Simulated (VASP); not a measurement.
# AlGa3N4 (R3m) in VASP: further runs

AlGa3N4 is run at these levels: LDA; tasks: single point.

All numbers are computed with VASP 6.6.1; they aren't measurements. Logs are shortened: lines on timing, memory, paths and dates and some standing lists are left out, and cuts for length are marked.

## Step 1: The cell of the first run

Symmetry: R3m, No. 160, trigonal system. The conventional cell has a = 6.407 Å, b = 6.407 Å, c = 7.309 Å, α = 90.00°, β = 90.00°, γ = 120.00°. Within 2.4 Å of Al (site symmetry 3m) lie 4 N at 1.79 to 1.91 Å. Ga (site symmetry m) has 4 N at 1.84 to 1.96 Å within 2.4 Å. N (site symmetry m) has 3 Ga at 1.84 to 1.96 Å and 1 Al at 1.91 Å within 2.4 Å. Within 2.4 Å of N (site symmetry 3m) lie 1 Al at 1.79 Å and 3 Ga at 1.96 Å.

## Step 2: Single point, LDA

INCAR

```
PREC = Accurate ; ENCUT = 520
EDIFF = 1E-6 ; ISMEAR = 0
SIGMA = 0.05 ; LREAL = F
LASPH = T ; NELM = 100
ALGO = Normal ; ISIF = 2
LWAVE = F ; LCHARG = F
GGA = CA ; NBANDS = 41
```

KPOINTS

```
regular mesh
0
Gamma
  6 6 6
```

POSCAR

```
AlGa3N4
1.0
    4.4267521656     -0.1033646631     -0.1033646631
   -0.1033646631      4.4267521656     -0.1033646631
   -0.1033646631     -0.1033646631      4.4267521656
Al Ga N
1 3 4
Direct
    0.0000000000      0.0000000000      0.0000000000
    0.5000000000      0.5000000000      0.0000000000
    0.5000000000      0.0000000000      0.5000000000
    0.0000000000      0.5000000000      0.5000000000
    0.7548078379      0.7548078379      0.2451921621
    0.7548078379      0.2451921621      0.7548078379
    0.2451921621      0.7548078379      0.7548078379
    0.2451921621      0.2451921621      0.2451921621
```

Potentials or basis: VASP PAW LDA potentials, release 64 (Al, Ga_d, N).

Command:

```sh
$ cat potpaw_LDA.64/Al/POTCAR potpaw_LDA.64/Ga_d/POTCAR potpaw_LDA.64/N/POTCAR > POTCAR
$ mpirun -np 1 vasp_std > vasp.out
```

OUTCAR:

```text
PREC = Accurate
   ENCUT = 520
   EDIFF = 1E-6
   ISMEAR = 0
   LREAL = F
   LASPH = T
   NELM = 100
   ISIF = 2
   GGA = CA

 ion  position               nearest neighbor table
   1  0.000  0.000  0.000-   8 1.79   5 1.91   7 1.91   6 1.91   3 3.06   4 3.06   2 3.06   4 3.06
                             3 3.06   2 3.06
   2  0.500  0.500  0.000-   5 1.84   8 1.96   7 1.96   6 1.96   1 3.06   1 3.06
   3  0.500  0.000  0.500-   6 1.84   8 1.96   7 1.96   5 1.96   1 3.06   1 3.06
   4  0.000  0.500  0.500-   7 1.84   8 1.96   5 1.96   6 1.96   1 3.06   1 3.06
   5  0.755  0.755  0.245-   2 1.84   1 1.91   3 1.96   4 1.96
   6  0.755  0.245  0.755-   3 1.84   1 1.91   2 1.96   4 1.96
   7  0.245  0.755  0.755-   4 1.84   1 1.91   3 1.96   2 1.96
   8  0.245  0.245  0.245-   1 1.79   2 1.96   3 1.96   4 1.96

  LATTYP: Found a trigonal (rhomboedric) cell.
 ALAT       =     4.4291650729
 COS(alpha) =    -0.0461045031

  Lattice vectors:

 A1 = (   4.4267521656,  -0.1033646631,  -0.1033646631)
 A2 = (  -0.1033646631,   4.4267521656,  -0.1033646631)
 A3 = (  -0.1033646631,  -0.1033646631,   4.4267521656)

Analysis of symmetry for initial positions (statically):
=====================================================================
 Subroutine PRICEL returns:
 Original cell was already a primitive cell.

 Routine SETGRP: Setting up the symmetry group for a
 trigonal (rhombohedral) supercell.

 Subroutine GETGRP returns: Found  6 space group operations
 (whereof  6 operations were pure point group operations)
 out of a pool of 12 trial point group operations.

The static configuration has the point symmetry C_3v.

Analysis of symmetry for dynamics (positions and initial velocities):
=====================================================================
 Subroutine PRICEL returns:
 Original cell was already a primitive cell.

 Routine SETGRP: Setting up the symmetry group for a
 trigonal (rhombohedral) supercell.

 Subroutine GETGRP returns: Found  6 space group operations
 (whereof  6 operations were pure point group operations)
 out of a pool of 12 trial point group operations.

The dynamic configuration has the point symmetry C_3v.

 Subroutine INISYM returns: Found  6 space group operations
 (whereof  6 operations are pure point group operations),
 and found     1 'primitive' translations

----------------------------------------------------------------------------------------

                                     Primitive cell

  volume of cell :      86.6031

  direct lattice vectors                    reciprocal lattice vectors
     4.426752166 -0.103364663 -0.103364663     0.226151753  0.005406894  0.005406894
    -0.103364663  4.426752166 -0.103364663     0.005406894  0.226151753  0.005406894
    -0.103364663 -0.103364663  4.426752166     0.005406894  0.005406894  0.226151753

  length of vectors
     4.429165073  4.429165073  4.429165073     0.226280986  0.226280986  0.226280986

  position of ions in fractional coordinates (direct lattice)
     0.000000000  0.000000000  0.000000000
     0.500000000  0.500000000  0.000000000
     0.500000000  1.000000000  0.500000000
     1.000000000  0.500000000  0.500000000
     0.754807838  0.754807838  0.245192162
     0.754807838  0.245192162  0.754807838
     0.245192162  0.754807838  0.754807838
     0.245192162  0.245192162  0.245192162

  ion indices of the primitive-cell ions
   primitive index   ion index
                 1           1
                 2           2
                 3           3
                 4           4
                 5           5
                 6           6
                 7           7
                 8           8

----------------------------------------------------------------------------------------

 KPOINTS: regular mesh

Automatic generation of k-mesh.
 Grid dimensions read from file:
 generate k-points for:    6    6    6

 Generating k-lattice:

  Cartesian coordinates                     Fractional coordinates (reciprocal lattice)
     0.037691959  0.000901149  0.000901149     0.166666667 -0.000000000  0.000000000
     0.000901149  0.037691959  0.000901149    -0.000000000  0.166666667  0.000000000
     0.000901149  0.000901149  0.037691959     0.000000000  0.000000000  0.166666667

  Length of vectors
     0.037713498  0.037713498  0.037713498

  Shift w.r.t. Gamma in fractional coordinates (k-lattice)
     0.000000000  0.000000000  0.000000000

 Subroutine IBZKPT returns following result:
 ===========================================

 Found     32 irreducible k-points:

 Following reciprocal coordinates:
            Coordinates               Weight
  0.000000  0.000000  0.000000      1.000000
  0.166667 -0.000000 -0.000000      6.000000
  0.333333 -0.000000 -0.000000      6.000000
  0.500000 -0.000000 -0.000000      3.000000
  0.166667  0.166667  0.000000      6.000000
  0.333333  0.166667 -0.000000     12.000000
[... 16 lines left out ...]
  0.500000  0.500000  0.166667      6.000000
 -0.333333  0.500000  0.166667     12.000000
 [... further k-points ...]
   k-points           NKPTS =     32   k-points in BZ     NKDIM =     32   number of bands    NBANDS=     41
   number of dos      NEDOS =    301   number of ions     NIONS =      8
   total plane-waves  NPLWV =  46656
   dimension x,y,z NGX =    36 NGY =   36 NGZ =   36
   dimension x,y,z NGXF=    72 NGYF=   72 NGZF=   72
   ions per type =               1   3   4
   NGX,Y,Z   is equivalent  to a cutoff of  13.51, 13.51, 13.51 a.u.
   NGXF,Y,Z  is equivalent  to a cutoff of  27.02, 27.02, 27.02 a.u.
 SYSTEM =  unknown system
   PREC   = accura    normal or accurate (medium, high low for compatibility)
   ISTART =      0    job   : 0-new  1-cont  2-samecut
   ICHARG =      2    charge: 1-file 2-atom 10-const
   ISPIN  =      1    spin polarized calculation?
   LNONCOLLINEAR =      F non collinear calculations
   LSORBIT =      F    spin-orbit coupling
   LASPH  =      T    aspherical Exc in radial PAW
   ENCUT  =  520.0 eV  38.22 Ry    6.18 a.u.   8.24  8.24  8.24*2*pi/ulx,y,z
   NELM   =    100;   NELMIN=  2; NELMDL= -5     # of ELM steps
   EDIFF  = 0.1E-05   stopping-criterion for ELM
   LREAL  =      F    real-space projection
   EDIFFG = 0.1E-04   stopping-criterion for IOM
   NSW    =      0    number of steps for IOM
   IBRION =     -1    ionic relax: 0-MD 1-quasi-New 2-CG
   NFREE  =      0    steps in history (QN), initial steepest desc. (CG)
   ISIF   =      2    stress and relaxation
   ISYM   =      2    0-nonsym 1-usesym 2-fastsym
   POTIM  = 0.5000    time-step for ionic-motion
   TEBEG  =    0.0;   TEEND  =   0.0 temperature during run
   PSTRESS=    0.0 pullay stress
   NELECT =      62.0000    total number of electrons
   NUPDOWN=      -1.0000    fix difference up-down
   EMIN   =  10.00;   EMAX   =-10.00  energy-range for DOS
   EFERMI =   0.00;   METHOD = LEGACY
   ISMEAR =     0;   SIGMA  =   0.05  broadening in eV -4-tet -1-fermi 0-gaus
   EFERMI_NEDOS =   21; number of points for ismear=-14 and -15
   IALGO  =     38    algorithm
   IMIX   =      4    mixing-type and parameters
     AMIX     =   0.40;   BMIX     =  1.00
     AMIX_MAG =   1.60;   BMIX_MAG =  1.00
  volume/ion in A,a.u.               =      10.83        73.05
  Fermi-wavevector in a.u.,A,eV,Ry     =   1.464516  2.767534 29.181882  2.144808
  Thomas-Fermi vector in A             =   2.580483
   LORBIT       =      0    0 simple, 1 ext, 2 COOP (PROOUT), +10 PAW based schemes
   GGA     = CA    functional components
   LHFCALC =     F    Hartree Fock is set to
   AEXX    =    0.0000 exact exchange contribution
   IVDW    =     0    specifies the selected vdW correction
   LEPSILON=     F    determine dielectric tensor
   LRPA    =     F    only Hartree local field effects (RPA)
 non-spin polarized calculation
 Gauss-broadening in eV      SIGMA  =   0.05
  energy-cutoff  :      520.00
  volume of cell :       86.60
 maximum number of plane-waves:      2349
 NGX is ok and might be reduce to    36
   NGX = 17   NGY = 17   NGZ = 17

 number of electron      61.9999965 magnetization

 Free energy of the ion-electron system (eV)
  ---------------------------------------------------
  ext. energy  EPLUGINS =         0.00000000
  ---------------------------------------------------
  free energy    TOTEN  =       -57.78682773 eV

  energy without entropy =      -57.78682773  energy(sigma->0) =      -57.78682773

 E-fermi :   5.8739     XC(G=0): -12.0876

 val. band max:        5.6662737607   @ k =   0.0000   0.0000   0.0000
 cond. band min:       7.9725008378   @ k =   0.0000   0.0000   0.0000
 fundamental gap:      2.3062270771
 Fermi energy:         5.8739402905

 k-point     1 :       0.0000    0.0000    0.0000
  band No.  band energies     occupation
      1     -10.3226      2.00000
      2      -9.0783      2.00000
      3      -9.0783      2.00000
      4      -8.9231      2.00000
      5      -7.7997      2.00000
      6      -7.7770      2.00000
[... 33 lines left out ...]
     40      15.7944      0.00000
     41      17.5594      0.00000

 k-point     2 :       0.1667   -0.0000   -0.0000
  band No.  band energies     occupation
      1     -10.2051      2.00000
      2      -9.1016      2.00000
      3      -9.0801      2.00000
      4      -8.9326      2.00000
      5      -7.7922      2.00000
      6      -7.7708      2.00000
[... 33 lines left out ...]
     40      16.0622      0.00000
     41      17.3519      0.00000

 k-point     3 :       0.3333   -0.0000   -0.0000
  band No.  band energies     occupation
      1      -9.8915      2.00000
      2      -9.2104      2.00000
      3      -9.0840      2.00000
      4      -8.9511      2.00000
      5      -7.7638      2.00000
      6      -7.7489      2.00000
[... 33 lines left out ...]
     40      16.6914      0.00000
     41      16.8769      0.00000

 k-point     4 :       0.5000   -0.0000   -0.0000
  band No.  band energies     occupation
      1      -9.5699      2.00000
      2      -9.4209      2.00000
      3      -9.0859      2.00000
      4      -8.9590      2.00000
      5      -7.7377      2.00000
      6      -7.7267      2.00000
[... 825 lines left out ...]
     40      16.0032      0.00000
     41      16.3030      0.00000

 k-point    23 :       0.5000    0.5000    0.1667
  band No.  band energies     occupation
      1      -9.3509      2.00000
      2      -9.2565      2.00000
      3      -9.2058      2.00000
      4      -9.0241      2.00000
      5      -7.7727      2.00000
      6      -7.7581      2.00000
[... 33 lines left out ...]
     40      15.7467      0.00000
     41      15.8312      0.00000

 k-point    24 :      -0.3333    0.5000    0.1667
  band No.  band energies     occupation
      1      -9.4167      2.00000
      2      -9.2898      2.00000
      3      -9.1837      2.00000
      4      -8.9958      2.00000
      5      -7.7820      2.00000
      6      -7.7548      2.00000
[... 33 lines left out ...]
     40      15.5755      0.00000
     41      15.9115      0.00000

 [... further k-points ...]

------------------------ aborting loop because EDIFF is reached ----------------------------------------

  FORCE on cell =-STRESS in cart. coord.  units (eV):
  Direction    XX          YY          ZZ          XY          YZ          ZX
  --------------------------------------------------------------------------------------
  -------------------------------------------------------------------------------------
  Total        1.5666806      1.5666806      1.5666806      5.9200322      5.9200322      5.9200322
  in kB       28.9839408     28.9839408     28.9839408    109.5219183    109.5219183    109.5219183
  external PRESSURE =      28.9839408 kB  Pullay stress =       0.0000000 kB

 VOLUME and BASIS-vectors are now :
 -----------------------------------------------------------------------------
  energy-cutoff  :      520.00
  volume of cell :       86.60
      direct lattice vectors                 reciprocal lattice vectors
     4.426752166 -0.103364663 -0.103364663     0.226151753  0.005406894  0.005406894
    -0.103364663  4.426752166 -0.103364663     0.005406894  0.226151753  0.005406894
    -0.103364663 -0.103364663  4.426752166     0.005406894  0.005406894  0.226151753

 POSITION                                       TOTAL-FORCE (eV/Angst)
 -----------------------------------------------------------------------------------
      0.00000      0.00000      0.00000        -0.605126     -0.605126     -0.605126
      2.16169      2.16169     -0.10336        -0.632302     -0.632302     -0.577517
      2.16169     -0.10336      2.16169        -0.632302     -0.577517     -0.632302
     -0.10336      2.16169      2.16169        -0.577517     -0.632302     -0.632302
      3.23798      3.23798      0.92936         0.637009      0.637009      0.538723
      3.23798      0.92936      3.23798         0.637009      0.538723      0.637009
      0.92936      3.23798      3.23798         0.538723      0.637009      0.637009
      1.03472      1.03472      1.03472         0.634506      0.634506      0.634506
 -----------------------------------------------------------------------------------
    total drift:                               -0.000589     -0.000589     -0.000589

  FREE ENERGIE OF THE ION-ELECTRON SYSTEM (eV)
  ---------------------------------------------------
  free  energy   TOTEN  =       -57.7868277296 eV

  energy  without entropy=      -57.7868277295  energy(sigma->0) =      -57.78682773
```

Wall time 59 s (1 thread of Intel Xeon 6975P-C (Granite Rapids), shared host); peak memory 0.22 GiB.

What came out:

| Item | Value |
| --- | --- |
| Free energy | -57.7868 eV |
| Pressure | 2.9 GPa |
| Largest force | 1.099 eV/Å |
| Band gap on the k mesh | 2.31 eV |

Forces in eV/Å, atoms in the order of the input:
```
Al  -0.605 -0.605 -0.605
Ga  -0.632 -0.632 -0.578
Ga  -0.632 -0.578 -0.632
Ga  -0.578 -0.632 -0.632
N    0.637  0.637  0.539
N    0.637  0.539  0.637
N    0.539  0.637  0.637
N    0.635  0.635  0.635
```

Levels at points of the mesh, in eV from the valence-band top:
```tsv
k point	band 28	band 29	band 30	band 31	band 32	band 33	band 34	band 35
(0.00, 0.00, 0.00)	-2.38	-0.25	-0.25	0.00	2.31	3.12	3.15	3.15
(0.50, 0.00, 0.00)	-1.93	-1.63	-1.48	-1.17	4.73	4.81	5.94	5.97
(0.50, 0.50, 0.00)	-1.25	-1.22	-1.00	-0.75	6.43	6.53	6.85	7.22
(0.50, 0.50, 0.50)	-0.97	-0.77	-0.75	-0.75	4.50	5.11	5.11	6.27
```

Caveat: forces of over 1 eV/Å act on the atoms, so gaps and moduli don't describe the material at rest.

## Step 3: Single point, LDA

This run uses another cell than the first one, of 11.15 Å³/atom.

INCAR

```
SYSTEM = AlGa3N4
PREC = Accurate
ENCUT = 520
EDIFF = 1E-6
ISMEAR = 0
SIGMA = 0.05
LREAL = .False.
LASPH = .True.
NELM = 100
ALGO = Normal
ISIF = 2
LWAVE = .False.
LCHARG = .False.
GGA = CA
NBANDS = 41
```

KPOINTS

```
regular mesh
0
Gamma
  6 6 6
  0 0 0
```

Edit POSCAR of step 2 so:

```diff
@@ -2,5 +2,5 @@
 1.0
-    4.4267521656     -0.1033646631     -0.1033646631
-   -0.1033646631      4.4267521656     -0.1033646631
-   -0.1033646631     -0.1033646631      4.4267521656
+    4.4710196873      0.1033646631      0.1033646631
+    0.1033646631      4.4710196873      0.1033646631
+    0.1033646631      0.1033646631      4.4710196873
 Al Ga N
```

Potentials or basis: VASP PAW LDA potentials, release 64 (Al, Ga_d, N).

Command:

```sh
$ cat potpaw_LDA.64/Al/POTCAR potpaw_LDA.64/Ga_d/POTCAR potpaw_LDA.64/N/POTCAR > POTCAR
$ mpirun -np 1 vasp_std > vasp.out
```

It took 2.9 min on 1 thread of Intel Xeon 8259CL, shared host; peak memory 0.23 GiB.

Results (log left out):

```yaml
Free_energy: -57.8400 eV
Pressure: -3.3 GPa
Largest_force: 0.543 eV/Å
Band_gap_on_the_k_mesh: 2.13 eV
```

Forces on the atoms (eV/Å):
```
Al   0.256  0.256  0.256
Ga   0.261  0.261  0.244
Ga   0.261  0.244  0.261
Ga   0.244  0.261  0.261
N   -0.235 -0.235 -0.237
N   -0.235 -0.237 -0.235
N   -0.237 -0.235 -0.235
N   -0.314 -0.314 -0.314
```

Stress tensor (GPa, compression positive):
```
-3.34 -8.51 -8.51
-8.51 -3.34 -8.51
-8.51 -8.51 -3.34
```

Levels at points of the mesh, in eV from the valence-band top:
```csv
k point,band 27,band 28,band 29,band 30,band 31,band 32,band 33,band 34,band 35,band 36
"(0.00, 0.00, 0.00)",-2.31,-2.30,-0.32,0.00,0.00,2.13,3.16,3.16,3.25,6.37
"(0.50, 0.00, 0.00)",-2.93,-1.80,-1.54,-1.38,-1.09,4.66,4.72,5.92,6.00,7.54
"(0.50, 0.50, 0.00)",-3.11,-1.15,-1.12,-0.93,-0.69,6.33,6.34,6.56,7.05,7.39
"(0.50, 0.50, 0.50)",-0.97,-0.97,-0.85,-0.58,-0.58,4.55,4.55,5.04,6.17,8.57
```

Caveat: the cell stands under tension.

## Step 4: Single point, LDA

This run uses another cell than the first one, of 11.47 Å³/atom.

INCAR

```
SYSTEM = AlGa3N4
PREC = Accurate
ENCUT = 520
EDIFF = 1E-6
ISMEAR = 0
SIGMA = 0.05
LREAL = .FALSE.
LASPH = .TRUE.
NELM = 60
ALGO = Normal
ISIF = 2
LWAVE = .FALSE.
LCHARG = .TRUE.
LELF = .TRUE.
LVHAR = .TRUE.
NBANDS = 41
```

KPOINTS

```
regular mesh
0
G
  6 6 6
  0 0 0
```

Edit POSCAR of step 3 so:

```diff
@@ -2,5 +2,5 @@
 1.0
-    4.4710196873      0.1033646631      0.1033646631
-    0.1033646631      4.4710196873      0.1033646631
-    0.1033646631      0.1033646631      4.4710196873
+    4.5152872089     -0.1549363258     -0.1549363258
+   -0.1549363258      4.5152872089     -0.1549363258
+   -0.1549363258     -0.1549363258      4.5152872089
 Al Ga N
```

Command:

```sh
$ cat potpaw_LDA.64/Al/POTCAR potpaw_LDA.64/Ga_d/POTCAR potpaw_LDA.64/N/POTCAR > POTCAR
$ mpirun -np 1 vasp_std > vasp.out
```

Run time: 3 min. Hardware: 1 thread of Intel Xeon 8259CL, shared host; peak memory 0.23 GiB.

Results (log left out):

| Item | Value |
| --- | --- |
| Free energy | -57.2521 eV |
| Pressure | -6.3 GPa |
| Largest force | 1.428 eV/Å |
| Band gap on the k mesh | 1.79 eV |

Forces on the atoms (eV/Å):
```
Al  -0.777 -0.777 -0.777
Ga  -0.805 -0.805 -0.714
Ga  -0.805 -0.714 -0.805
Ga  -0.714 -0.805 -0.805
N    0.798  0.798  0.680
N    0.798  0.680  0.798
N    0.680  0.798  0.798
N    0.824  0.824  0.824
```

Stress tensor (GPa, compression positive):
```
-6.29 14.00 14.00
14.00 -6.29 14.00
14.00 14.00 -6.29
```

Levels at points of the mesh, in eV from the valence-band top:
```tsv
k point	band 29	band 30	band 31	band 32	band 33	band 34
(0.00, 0.00, 0.00)	-0.29	-0.29	0.00	1.79	3.00	3.00
(0.50, 0.00, 0.00)	-1.67	-1.31	-1.05	4.37	4.45	5.69
(0.50, 0.50, 0.00)	-1.20	-0.91	-0.69	5.75	5.89	6.26
(0.50, 0.50, 0.50)	-0.70	-0.69	-0.69	3.86	4.68	4.68
```

Caveat: the cell stands under tension; forces of over 1 eV/Å act on the atoms, so gaps and moduli don't describe the material at rest.

(Part 1 of 2 ends here.)
